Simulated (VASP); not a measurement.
GaN (zincblende type):

```
Ga N
1.0
     0.00000    2.16709    2.16709
     2.16709    0.00000    2.16709
     2.16709    2.16709    0.00000
Ga N
1 1
Direct
  0.00000 0.00000 0.00000
  0.25000 0.25000 0.25000
```

- Program: VASP 6.6.1
- Task: relaxation of cell and atoms
- Functional: PBEsol
- Potentials or basis: VASP PAW PBE potentials, release 64 (Ga_d, N)
- Cutoff: 600 eV
- k mesh: 15 × 15 × 15
- Occupations: fermi-dirac, width 0.08 eV
- Spin: no spin polarisation

At the start: pressure 26.2 GPa; volume 10.18 Å³/atom.

Problem. Where does the relaxation end?

Solution. Over 5 steps the energy falls by 87.6 meV/atom and the volume is 11.36 Å³/atom (+11.6 %); space group F-43m (No. 216, to 0.05 Å).

The path:
| step | energy change (eV) | largest force (eV/Å) | pressure (GPa) | volume (Å³) |
| --- | --- | --- | --- | --- |
| 1 | 0.0000 | 0.0000 | 26.18 | 20.35 |
| 2 | 0.0029 | 0.0000 | -17.23 | 25.66 |
| 3 | -0.1751 | 0.0000 | -0.34 | 22.77 |
| 4 | -0.1751 | 0.0000 | 0.08 | 22.72 |
| 5 | -0.1751 | 0.0000 | 0.04 | 22.72 |

Final structure:
```xyz
2
Lattice="0.0000 2.2478 2.2478 2.2478 0.0000 2.2478 2.2478 2.2478 0.0000" Properties=species:S:1:pos:R:3 pbc="T T T"
Ga    2.2478    4.4957    2.2478
N     1.1239    1.1239    1.1239
```

Caveat: the PAW data sets were made with another functional, which shifts forces and pressure a little.
